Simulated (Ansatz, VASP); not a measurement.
## SiW6: VASP beside Ansatz

The input INCAR:

```
  PREC = Accurate
  ENCUT = 520
  EDIFF = 1E-6
  ISMEAR = 0
  SIGMA = 0.1
  LREAL = F
  LASPH = T
  NELM = 80
  ALGO = Normal
  ISIF = 2
  LWAVE = F
  LCHARG = F
  LDIPOL = T
  IDIPOL = 3
  DIPOL = 0.5 0.5 0.318
  GGA = PE
  IVDW = 12
  NBANDS = 53
```

Contents of KPOINTS:

```
Automatic mesh
0
Gamma
  6 6 1
```

Contents of POSCAR:

```
SiW6
1.0
    4.4682526257      0.0000000000      0.0000000000
   -2.2341263128      3.8696202844      0.0000000000
    0.0000000000      0.0000000000     21.6259061357
W Si
6 1
Direct
    0.6666666667      0.3333333333      0.1849633479
    0.3333333333      0.6666666667      0.2271386095
    0.0000000000      0.0000000000      0.2693138710
    0.6666666667      0.3333333333      0.3085097946
    0.3333333333      0.6666666667      0.3483008428
    0.0000000000      0.0000000000      0.3849968683
    0.3333333333      0.6666666667      0.5005989607
```

Input for Ansatz:

```yaml
crystal:
  lattice:
    - [4.4682526257, 0.0, 0.0]
    - [-2.2341263128, 3.8696202844, 0.0]
    - [0.0, 0.0, 21.6259061357]
  atoms:
    - { symbol: W, position: [0.6666666667, 0.3333333333, 0.1849633479] }
    - { symbol: W, position: [0.3333333333, 0.6666666667, 0.2271386095] }
    - { symbol: W, position: [0.0, 0.0, 0.269313871] }
    - { symbol: W, position: [0.6666666667, 0.3333333333, 0.3085097946] }
    - { symbol: W, position: [0.3333333333, 0.6666666667, 0.3483008428] }
    - { symbol: W, position: [0.0, 0.0, 0.3849968683] }
    - { symbol: Si, position: [0.3333333333, 0.6666666667, 0.5005989607] }
basis:
  ecutwfc: 420
kpoints:
  mp_grid: { grid: [6, 6, 1] }
hamiltonian:
  xc: pbe
  pseudopotentials: { kind: paw, azcp: { folder: soft_1 } }
  dispersion: d3bj
scf:
  occupations: { method: gaussian, width: 0.1 }
output:
  forces: true
  eigenvalues: true
  write_density: true
  write_potential: true
  elf: true
  volumetric_format: npy
efield:
  axis: 3
  dipole_correction: true
  ramp_width: 0.04
```

Alike in both runs: task single point; functional PBE; dispersion D3(BJ); k mesh 6 × 6 × 1; occupations gaussian, width 0.1 eV; no spin polarisation.

|  | VASP | Ansatz |
| --- | --- | --- |
| version | VASP 6.6.1 | Ansatz 0.2.0 |
| potentials or method | VASP PAW PBE potentials, release 64 (W_sv, Si), cutoff 520 eV | scalar-relativistic, plane waves, PAW |
| valence electrons in the cell | 88 | 88 |

|  | VASP | Ansatz | Ansatz less VASP |
| --- | --- | --- | --- |
| gap on the k mesh at the Fermi level (eV) | none | none | - |
| rms of the force components (eV/Å) | 0.866 | 0.857 | -0.0081 |

Atom by atom the forces differ by 0.022 eV/Å (rms over components). A gap of «none» marks a metal or a gap that the smearing closes. Ansatz's warnings: dispersion switch in reach, xc potential rough in thin density.

Neither program's run includes spin-orbit coupling.
